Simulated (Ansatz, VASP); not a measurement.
## B in VASP and in Ansatz

```
B
1.0
     0.00000    2.02718    2.02718
     2.02718    0.00000    2.02718
     2.02718    2.02718    0.00000
B
2
Direct
  0.12500 0.12500 0.12500
  0.87500 0.87500 0.87500
```

Alike in both runs: functional r2SCAN; k mesh 13 × 13 × 13; occupations fermi-dirac, width 0.1 eV; no spin polarisation.

Ansatz relaxed the structure, and its values are those at the end. VASP's run is a single point on that final structure, the one shown.

|  | VASP | Ansatz |
| --- | --- | --- |
| version | VASP 6.6.1 | Ansatz 0.2.0 |
| potentials or method | VASP PAW PBE potentials, release 64 (B), cutoff 520 eV | plane waves (500 eV) with PAW, scalar-relativistic |
| valence electrons in the cell | 6 | 6 |

```tsv
	VASP	Ansatz	Ansatz less VASP
pressure (GPa)	0.0	0.0	-0.03
```

VASP's potentials were made for PBE, not for r2SCAN. The functional is the same, so the differences come from potentials, cutoffs and numerics.
